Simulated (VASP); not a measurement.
Input of a VASP 6.6.1 run:

INCAR

```
PREC     = Accurate       # precision mode
ENCUT    = 520            # plane-wave cutoff, eV
EDIFF    = 1E-6           # SCF threshold, eV
ISMEAR   = -1             # smearing method
SIGMA    = 0.03           # smearing width, eV
LREAL    = F              # projectors in reciprocal space
LASPH    = T              # aspherical terms in the spheres
NELM     = 60             # most SCF steps
ALGO     = Normal         # electronic algorithm
ISIF     = 2              # what is computed and relaxed
LWAVE    = F              # write WAVECAR
LCHARG   = F              # write CHGCAR
GGA      = PE             # functional
NBANDS   = 12             # bands
```

The input KPOINTS:

```
regular mesh
0
Gamma
  14 14 14
```

File POSCAR:

```
LiF
1.0
    0.0000000000      2.0340519226      2.0340519226
    2.0340519226      0.0000000000      2.0340519226
    2.0340519226      2.0340519226      0.0000000000
Li F
1 1
Direct
    0.0000000000      0.0000000000      0.0000000000
    0.5000000000      0.5000000000      0.5000000000
```

Potentials or basis: VASP PAW PBE potentials, release 64 (Li_sv, F).

The run is started by

```console
$ cat potpaw_PBE.64/Li_sv/POTCAR potpaw_PBE.64/F/POTCAR > POTCAR
$ mpirun -np 1 vasp_std > vasp.out
```

Question: Predict the band gap on the k mesh.

Answer: 8.83 eV.

 A k mesh can miss the band edges.
